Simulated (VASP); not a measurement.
HfB, 2 atoms in the cell. The structure is tetragonal, space group I4/mmm (No. 139). Conventional cell: a = 3.528 Å, b = 3.528 Å, c = 4.250 Å, α = 90.00°, β = 90.00°, γ = 90.00°. Within 2.8 Å of Hf (site symmetry 4/mmm) lie 6 B at 2.13 to 2.49 Å. Within 2.8 Å of B (site symmetry 4/mmm) lie 6 Hf at 2.13 to 2.49 Å.  This cell differs from its parent crystal: strain +0.080 along x and y, -0.080 along z.

- Program: VASP 6.6.1
- Task: single point
- Functional: PBEsol
- Potentials or basis: VASP PAW PBE potentials, release 64 (Hf_pv, B)
- Cutoff: 520 eV
- k mesh: 18 × 18 × 18
- Occupations: gaussian, width 0.15 eV
- Spin: no spin polarisation
- Dipole correction: no
- Further INCAR settings: ALGO = Normal; EDIFF = 1e-06; NBANDS = 14

Potentials or basis: VASP PAW PBE potentials, release 64 (Hf_pv, B).

Launch:

```console
$ cat potpaw_PBE.64/Hf_pv/POTCAR potpaw_PBE.64/B/POTCAR > POTCAR
$ mpirun -np 1 vasp_std > vasp.out
```

Hardware: 1 thread of Intel(R) Xeon(R) Platinum 8375C CPU @ 2.90GHz (Ice Lake), on a shared host.

**Question.** Estimate the wall time of this run.

**Answer.** Wall time 78 s on 1 thread of Intel(R) Xeon(R) Platinum 8375C CPU @ 2.90GHz (Ice Lake), with other jobs on the host, peak memory 0.3 GiB. Counts: scf iterations 11, k points 480.
